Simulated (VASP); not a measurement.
# BN (P6_3/mmc) in VASP: a series of runs

Runs on BN. Level: LDA. Tasks: single point.

Program: VASP 6.6.1. These are calculated values, not measurements. Logs are shortened: lines on timing, memory, paths and dates and some standing lists are left out, and cuts for length are marked.

### 1 The cell of the first run

Symmetry: P6_3/mmc, No. 194, hexagonal system. The conventional cell has a = 2.609 Å, b = 2.609 Å, c = 6.334 Å, α = 90.00°, β = 90.00°, γ = 120.00°. B (site symmetry -6m2) has 3 N at 1.51 Å within 2.0 Å. N (site symmetry -6m2) has 3 B at 1.51 Å within 2.0 Å.

### 2 Single point, LDA (volume 9.334 Å^3 an atom, c/a of the conventional cell 2.4281)

Contents of INCAR:

```
SYSTEM = BN
PREC     = Accurate       ! precision mode
ENCUT    = 520            ! plane-wave cutoff, eV
EDIFF    = 1E-6           ! SCF threshold, eV
ISMEAR   = 0              ! smearing method
SIGMA    = 0.05           ! smearing width, eV
LREAL    = .False.        ! projectors in reciprocal space
LASPH    = .True.         ! aspherical terms in the spheres
NELM     = 80             ! most SCF steps
ALGO     = Normal         ! electronic algorithm
ISIF     = 2              ! what is computed and relaxed
LWAVE    = .False.        ! write WAVECAR
LCHARG   = .False.        ! write CHGCAR
NBANDS   = 16             ! bands
```

Contents of KPOINTS:

```
Automatic mesh
0
Gamma
  12 12 4
  0 0 0
```

Contents of POSCAR:

```
BN
1.0
    2.6088164789      0.0000000000      0.0000000000
   -1.3044082394      2.2593013445      0.0000000000
    0.0000000000      0.0000000000      6.3344672923
B N
2 2
Direct
    0.3333333333      0.6666666667      0.2500000000
    0.6666666667      0.3333333333      0.7500000000
    0.3333333333      0.6666666667      0.7500000000
    0.6666666667      0.3333333333      0.2500000000
```

Potentials or basis: VASP PAW LDA potentials, release 64 (B, N).

On the command line:

```
$ cat potpaw_LDA.64/B/POTCAR potpaw_LDA.64/N/POTCAR > POTCAR
$ mpirun -np 1 vasp_std > vasp.out
```

OUTCAR:

```text
SYSTEM = BN
   PREC = Accurate
   ENCUT = 520
   EDIFF = 1E-6
   ISMEAR = 0
   LREAL = .False.
   LASPH = .True.
   NELM = 80
   ISIF = 2

 ion  position               nearest neighbor table
   1  0.333  0.667  0.250-   4 1.51   4 1.51   4 1.51
   2  0.667  0.333  0.750-   3 1.51   3 1.51   3 1.51
   3  0.333  0.667  0.750-   2 1.51   2 1.51   2 1.51
   4  0.667  0.333  0.250-   1 1.51   1 1.51   1 1.51

  LATTYP: Found a hexagonal cell.
 ALAT       =     2.6088164789
 C/A-ratio  =     2.4281000000

  Lattice vectors:

 A1 = (   2.6088164789,   0.0000000000,   0.0000000000)
 A2 = (  -1.3044082394,   2.2593013445,   0.0000000000)
 A3 = (   0.0000000000,   0.0000000000,   6.3344672923)

Analysis of symmetry for initial positions (statically):
=====================================================================
 Subroutine PRICEL returns:
 Original cell was already a primitive cell.

 Routine SETGRP: Setting up the symmetry group for a
 hexagonal supercell.

 Subroutine GETGRP returns: Found 24 space group operations
 (whereof 12 operations were pure point group operations)
 out of a pool of 24 trial point group operations.

The static configuration has the point symmetry D_3d.
 The point group associated with its full space group is D_6h.

Analysis of symmetry for dynamics (positions and initial velocities):
=====================================================================
 Subroutine PRICEL returns:
 Original cell was already a primitive cell.

 Routine SETGRP: Setting up the symmetry group for a
 hexagonal supercell.

 Subroutine GETGRP returns: Found 24 space group operations
 (whereof 12 operations were pure point group operations)
 out of a pool of 24 trial point group operations.

The dynamic configuration has the point symmetry D_3d.
 The point group associated with its full space group is D_6h.

 Subroutine INISYM returns: Found 24 space group operations
 (whereof 12 operations are pure point group operations),
 and found     1 'primitive' translations

----------------------------------------------------------------------------------------

                                     Primitive cell

  volume of cell :      37.3360

  direct lattice vectors                    reciprocal lattice vectors
     2.608816479  0.000000000  0.000000000     0.383315579  0.221307353  0.000000000
    -1.304408239  2.259301344  0.000000000     0.000000000  0.442614706  0.000000000
     0.000000000  0.000000000  6.334467292     0.000000000  0.000000000  0.157866471

  length of vectors
     2.608816479  2.608816479  6.334467292     0.442614706  0.442614706  0.157866471

  position of ions in fractional coordinates (direct lattice)
     0.333333333  0.666666667  0.250000000
     0.666666667  0.333333333  0.750000000
     0.333333333  0.666666667  0.750000000
     0.666666667  0.333333333  0.250000000

  ion indices of the primitive-cell ions
   primitive index   ion index
                 1           1
                 2           2
                 3           3
                 4           4

----------------------------------------------------------------------------------------

 KPOINTS: Automatic mesh

Automatic generation of k-mesh.
 Grid dimensions read from file:
 generate k-points for:   12   12    4

 Generating k-lattice:

  Cartesian coordinates                     Fractional coordinates (reciprocal lattice)
     0.031942965  0.018442279  0.000000000     0.083333333  0.000000000  0.000000000
     0.000000000  0.036884559  0.000000000     0.000000000  0.083333333  0.000000000
     0.000000000  0.000000000  0.039466618     0.000000000  0.000000000  0.250000000

  Length of vectors
     0.036884559  0.036884559  0.039466618

  Shift w.r.t. Gamma in fractional coordinates (k-lattice)
     0.000000000  0.000000000  0.000000000

 Subroutine IBZKPT returns following result:
 ===========================================

 Found     57 irreducible k-points:

 Following reciprocal coordinates:
            Coordinates               Weight
  0.000000  0.000000  0.000000      1.000000
  0.083333  0.000000  0.000000      6.000000
  0.166667 -0.000000  0.000000      6.000000
  0.250000  0.000000  0.000000      6.000000
  0.333333  0.000000  0.000000      6.000000
  0.416667  0.000000  0.000000      6.000000
[... 16 lines left out ...]
  0.250000  0.000000  0.250000     12.000000
  0.333333  0.000000  0.250000     12.000000
 [... further k-points ...]
   k-points           NKPTS =     57   k-points in BZ     NKDIM =     57   number of bands    NBANDS=     16
   number of dos      NEDOS =    301   number of ions     NIONS =      4
   total plane-waves  NPLWV =  19200
   dimension x,y,z NGX =    20 NGY =   20 NGZ =   48
   dimension x,y,z NGXF=    40 NGYF=   40 NGZF=   96
   ions per type =               2   2
   NGX,Y,Z   is equivalent  to a cutoff of  12.74, 12.74, 12.60 a.u.
   NGXF,Y,Z  is equivalent  to a cutoff of  25.49, 25.49, 25.19 a.u.
 SYSTEM =  BN
   PREC   = accura    normal or accurate (medium, high low for compatibility)
   ISTART =      0    job   : 0-new  1-cont  2-samecut
   ICHARG =      2    charge: 1-file 2-atom 10-const
   ISPIN  =      1    spin polarized calculation?
   LNONCOLLINEAR =      F non collinear calculations
   LSORBIT =      F    spin-orbit coupling
   LASPH  =      T    aspherical Exc in radial PAW
   ENCUT  =  520.0 eV  38.22 Ry    6.18 a.u.   4.85  4.85 11.78*2*pi/ulx,y,z
   NELM   =     80;   NELMIN=  2; NELMDL= -5     # of ELM steps
   EDIFF  = 0.1E-05   stopping-criterion for ELM
   LREAL  =      F    real-space projection
   EDIFFG = 0.1E-04   stopping-criterion for IOM
   NSW    =      0    number of steps for IOM
   IBRION =     -1    ionic relax: 0-MD 1-quasi-New 2-CG
   NFREE  =      0    steps in history (QN), initial steepest desc. (CG)
   ISIF   =      2    stress and relaxation
   ISYM   =      2    0-nonsym 1-usesym 2-fastsym
   POTIM  = 0.5000    time-step for ionic-motion
   TEBEG  =    0.0;   TEEND  =   0.0 temperature during run
   PSTRESS=    0.0 pullay stress
   NELECT =      16.0000    total number of electrons
   NUPDOWN=      -1.0000    fix difference up-down
   EMIN   =  10.00;   EMAX   =-10.00  energy-range for DOS
   EFERMI =   0.00;   METHOD = LEGACY
   ISMEAR =     0;   SIGMA  =   0.05  broadening in eV -4-tet -1-fermi 0-gaus
   EFERMI_NEDOS =   21; number of points for ismear=-14 and -15
   IALGO  =     38    algorithm
   IMIX   =      4    mixing-type and parameters
     AMIX     =   0.40;   BMIX     =  1.00
     AMIX_MAG =   1.60;   BMIX_MAG =  1.00
  volume/ion in A,a.u.               =       9.33        62.99
  Fermi-wavevector in a.u.,A,eV,Ry     =   1.234257  2.332407 20.726980  1.523390
  Thomas-Fermi vector in A             =   2.368954
   LORBIT       =      0    0 simple, 1 ext, 2 COOP (PROOUT), +10 PAW based schemes
   GGA     = CA    functional components
   LHFCALC =     F    Hartree Fock is set to
   AEXX    =    0.0000 exact exchange contribution
   IVDW    =     0    specifies the selected vdW correction
   LEPSILON=     F    determine dielectric tensor
   LRPA    =     F    only Hartree local field effects (RPA)
 non-spin polarized calculation
 Gauss-broadening in eV      SIGMA  =   0.05
  energy-cutoff  :      520.00
  volume of cell :       37.34
 maximum number of plane-waves:      1029
 NGX is ok and might be reduce to    20
   NGX =  9   NGY =  9   NGZ = 23

 number of electron      16.0000000 magnetization

 Free energy of the ion-electron system (eV)
  ---------------------------------------------------
  ext. energy  EPLUGINS =         0.00000000
  ---------------------------------------------------
  free energy    TOTEN  =       -38.09034413 eV

  energy without entropy =      -38.09034413  energy(sigma->0) =      -38.09034413

 E-fermi :   2.3527     XC(G=0): -10.5453

 val. band max:        2.0856333462   @ k =   0.3333   0.2500   0.0000
 cond. band min:       5.8542069453   @ k =   0.5000   0.0000   0.0000
 fundamental gap:      3.7685735991
 Fermi energy:         2.3526942814

 k-point     1 :       0.0000    0.0000    0.0000
  band No.  band energies     occupation
      1     -14.9384      2.00000
      2     -14.4788      2.00000
      3      -3.9662      2.00000
      4      -1.1304      2.00000
      5       0.5431      2.00000
      6       0.5431      2.00000
[... 8 lines left out ...]
     15      12.6187      0.00000
     16      13.4882      0.00000

 k-point     2 :       0.0833    0.0000    0.0000
  band No.  band energies     occupation
      1     -14.8131      2.00000
      2     -14.3601      2.00000
      3      -3.7951      2.00000
      4      -0.9842      2.00000
      5       0.0186      2.00000
      6       0.0900      2.00000
[... 8 lines left out ...]
     15      13.0899      0.00000
     16      13.1374      0.00000

 k-point     3 :       0.1667   -0.0000    0.0000
  band No.  band energies     occupation
      1     -14.4442      2.00000
      2     -14.0120      2.00000
      3      -3.2878      2.00000
      4      -1.3029      2.00000
      5      -1.2157      2.00000
      6      -0.5562      2.00000
[... 8 lines left out ...]
     15      14.3601      0.00000
     16      14.5451      0.00000

 k-point     4 :       0.2500    0.0000    0.0000
  band No.  band energies     occupation
      1     -13.8577      2.00000
      2     -13.4629      2.00000
      3      -2.9672      2.00000
      4      -2.8467      2.00000
      5      -2.4668      2.00000
      6      -0.9112      2.00000
[... 8 lines left out ...]
     15      16.3578      0.00000
     16      16.5262      0.00000

 k-point     5 :       0.3333    0.0000    0.0000
  band No.  band energies     occupation
      1     -13.1168      2.00000
      2     -12.7838      2.00000
      3      -4.6072      2.00000
      4      -4.4586      2.00000
      5      -1.4766      2.00000
      6      -1.3896      2.00000
[... 8 lines left out ...]
     15      16.7457      0.00000
     16      18.5526      0.00000

 k-point     6 :       0.4167    0.0000    0.0000
  band No.  band energies     occupation
      1     -12.3787      2.00000
      2     -12.1497      2.00000
      3      -5.8899      2.00000
      4      -5.7438      2.00000
      5      -1.8480      2.00000
      6      -1.7272      2.00000
[... 8 lines left out ...]
     15      16.3382      0.00000
     16      20.4165      0.00000
[... 267 lines left out ...]
 k-point    21 :       0.0833    0.0000    0.2500
  band No.  band energies     occupation
      1     -14.7519      2.00000
      2     -14.4322      2.00000
      3      -3.4623      2.00000
      4      -1.5203      2.00000
      5       0.0318      2.00000
      6       0.0873      2.00000
[... 8 lines left out ...]
     15      13.0990      0.00000
     16      13.1066      0.00000

 k-point    22 :       0.1667   -0.0000    0.2500
  band No.  band energies     occupation
      1     -14.3856      2.00000
      2     -14.0805      2.00000
      3      -2.9695      2.00000
      4      -1.3276      2.00000
      5      -1.2735      2.00000
      6      -0.9669      2.00000
[... 8 lines left out ...]
     15      14.3856      0.00000
     16      14.5163      0.00000

 k-point    23 :       0.2500    0.0000    0.2500
  band No.  band energies     occupation
      1     -13.8037      2.00000
      2     -13.5249      2.00000
      3      -2.9777      2.00000
      4      -2.8767      2.00000
      5      -2.1216      2.00000
      6      -0.8957      2.00000
[... 8 lines left out ...]
     15      16.3798      0.00000
     16      16.4984      0.00000

 k-point    24 :       0.3333    0.0000    0.2500
  band No.  band energies     occupation
      1     -13.0706      2.00000
      2     -12.8353      2.00000
      3      -4.5942      2.00000
      4      -4.4877      2.00000
      5      -1.4598      2.00000
      6      -1.3779      2.00000
[... 8 lines left out ...]
     15      17.6013      0.00000
     16      18.5695      0.00000

 [... further k-points ...]

------------------------ aborting loop because EDIFF is reached ----------------------------------------

  FORCE on cell =-STRESS in cart. coord.  units (eV):
  Direction    XX          YY          ZZ          XY          YZ          ZX
  --------------------------------------------------------------------------------------
  -------------------------------------------------------------------------------------
  Total      -10.2223102    -10.2223102      0.0419226     -0.0000000     -0.0000000     -0.0000000
  in kB     -438.6638556   -438.6638556      1.7989983     -0.0000000     -0.0000000     -0.0000000
  external PRESSURE =    -291.8429043 kB  Pullay stress =       0.0000000 kB

 VOLUME and BASIS-vectors are now :
 -----------------------------------------------------------------------------
  energy-cutoff  :      520.00
  volume of cell :       37.34
      direct lattice vectors                 reciprocal lattice vectors
     2.608816479  0.000000000  0.000000000     0.383315579  0.221307353  0.000000000
    -1.304408239  2.259301344  0.000000000     0.000000000  0.442614706  0.000000000
     0.000000000  0.000000000  6.334467292     0.000000000  0.000000000  0.157866471

 POSITION                                       TOTAL-FORCE (eV/Angst)
 -----------------------------------------------------------------------------------
     -0.00000      1.50620      1.58362        -0.000000      0.000000      0.000000
      1.30441      0.75310      4.75085        -0.000000     -0.000000     -0.000000
     -0.00000      1.50620      4.75085         0.000000     -0.000000     -0.000000
      1.30441      0.75310      1.58362         0.000000      0.000000     -0.000000
 -----------------------------------------------------------------------------------
    total drift:                                0.000000     -0.000000      0.000000

  FREE ENERGIE OF THE ION-ELECTRON SYSTEM (eV)
  ---------------------------------------------------
  free  energy   TOTEN  =       -38.0903441338 eV

  energy  without entropy=      -38.0903441338  energy(sigma->0) =      -38.09034413
```

It took 40 s on 1 thread of Intel Xeon 8259CL, shared host; peak memory 0.15 GiB.

Results:

* Free energy: -38.0903 eV
* Pressure: -29.2 GPa
* Band gap on the k mesh: 3.77 eV, indirect (least direct gap 4.04 eV)

Levels at points of the mesh, in eV from the valence-band top:
```csv
k point,band 5,band 6,band 7,band 8,band 9,band 10,band 11,band 12
"(0.00, 0.00, 0.00)",-1.54,-1.54,-1.47,-1.47,5.14,9.92,10.33,10.33
"(0.50, 0.00, 0.00)",-4.06,-3.94,-1.65,-0.27,3.77,5.43,8.36,8.52
"(0.00, 0.00, 0.50)",-1.51,-1.51,-1.51,-1.51,7.57,7.57,10.43,10.43
"(0.50, 0.00, 0.50)",-4.00,-4.00,-0.90,-0.90,4.24,4.24,8.62,8.62
```

 A k mesh can miss the band edges.

### 3 Single point, LDA (volume 9.334 Å^3 an atom, c/a of the conventional cell 2.9448)

Contents of INCAR:

```
SYSTEM = BN
  PREC = Accurate
  ENCUT = 520
  EDIFF = 1E-6
  ISMEAR = 0
  SIGMA = 0.05
  LREAL = .FALSE.
  LASPH = .TRUE.
  NELM = 80
  ALGO = Normal
  ISIF = 2
  LWAVE = .FALSE.
  LCHARG = .FALSE.
  NBANDS = 16
```

Contents of KPOINTS:

```
Automatic mesh
0
G
  12 12 4
  0 0 0
```

Contents of POSCAR:

```
BN
1.0
    2.4463229178      0.0000000000      0.0000000000
   -1.2231614589      2.1185777926      0.0000000000
    0.0000000000      0.0000000000      7.2039317282
B N
2 2
Direct
    0.3333333333      0.6666666667      0.2500000000
    0.6666666667      0.3333333333      0.7500000000
    0.3333333333      0.6666666667      0.7500000000
    0.6666666667      0.3333333333      0.2500000000
```

Potentials or basis: VASP PAW LDA potentials, release 64 (B, N).

On the command line:

```
$ cat potpaw_LDA.64/B/POTCAR potpaw_LDA.64/N/POTCAR > POTCAR
$ mpirun -np 1 vasp_std > vasp.out
```

Wall time 40 s (1 thread of Intel Xeon 8259CL, shared host); peak memory 0.15 GiB.

The run converged. Its results:

| Item | Value |
| --- | --- |
| Free energy | -38.4766 eV |
| Pressure | 12.6 GPa |
| Band gap on the k mesh | 4.32 eV, indirect (least direct gap 4.69 eV) |

Stress tensor (GPa, compression positive):
```
19.69  0.00  0.00
 0.00 19.69  0.00
 0.00  0.00 -1.61
```

Levels at points of the mesh, in eV from the valence-band top:
```tsv
k point	band 5	band 6	band 7	band 8	band 9	band 10	band 11	band 12
(0.00, 0.00, 0.00)	-1.27	-1.27	-1.25	-1.25	4.41	9.06	12.04	12.04
(0.50, 0.00, 0.00)	-4.26	-4.24	-1.33	-0.68	4.32	5.35	10.01	10.74
(0.00, 0.00, 0.50)	-1.26	-1.26	-1.26	-1.26	6.41	6.41	12.07	12.07
(0.50, 0.00, 0.50)	-4.25	-4.25	-1.00	-1.00	4.71	4.71	10.55	10.55
```

 A k mesh can miss the band edges.
